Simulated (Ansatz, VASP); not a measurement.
## Al: VASP beside Ansatz

File INCAR:

```
SYSTEM = Al
PREC = Accurate
ENCUT = 520
EDIFF = 1E-7
ISMEAR = 0
SIGMA = 0.15
LREAL = .FALSE.
LASPH = .TRUE.
NELM = 80
ALGO = Normal
ISIF = 2
LWAVE = .FALSE.
LCHARG = .FALSE.
GGA = PE
NBANDS = 8
```

KPOINTS

```
regular mesh
0
G
  20 20 20
  0 0 0
```

File POSCAR:

```
Al
1.0
    0.0000000000      2.0239800000      2.1454188000
    2.0239800000      0.0000000000      2.1454188000
    2.0239800000      2.0239800000      0.0000000000
Al
1
Direct
    0.0000000000      0.0000000000      0.0000000000
```

Input for Ansatz:

```yaml
crystal:
  lattice:
    - [0.0, 2.02398, 2.1454188]
    - [2.02398, 0.0, 2.1454188]
    - [2.02398, 2.02398, 0.0]
  atoms:
    - { symbol: Al, position: [0.0, 0.0, 0.0] }
basis:
  ecutwfc: 420
kpoints:
  mp_grid: { grid: [20, 20, 20] }
hamiltonian:
  xc: pbe
scf:
  occupations: { method: gaussian, width: 0.15 }
output:
  forces: true
  stress: true
  eigenvalues: true
```

Change from the starting cell: strain +0.0600 x Voigt [0, 0, 1, 0, 0, 0], atoms carried along.

Alike in both runs: task single point; functional PBE; k mesh 20 × 20 × 20; occupations gaussian, width 0.15 eV; no spin polarisation.

|  | VASP | Ansatz |
| --- | --- | --- |
| version | VASP 6.6.1 | Ansatz 0.2.0 |
| potentials or method | VASP PAW PBE potentials, release 64 (Al), cutoff 520 eV | scalar-relativistic, plane waves, PAW |
| valence electrons in the cell | 3 | 3 |

Ansatz gave:

| Quantity | Value |
| --- | --- |
| gap on the k mesh at the Fermi level (eV) | none |
| pressure (GPa) | -4.1 |
| traceless stress, the component that is largest in VASP (GPa) | -1.51 |

Task: Estimate VASP's values.

Result: gap on the k mesh at the Fermi level (eV): none; pressure (GPa): -4.1; traceless stress, the component that is largest in VASP (GPa): -1.50.

A gap of «none» marks a metal or a gap that the smearing closes. The functional is the same, so the differences come from potentials, cutoffs and numerics.
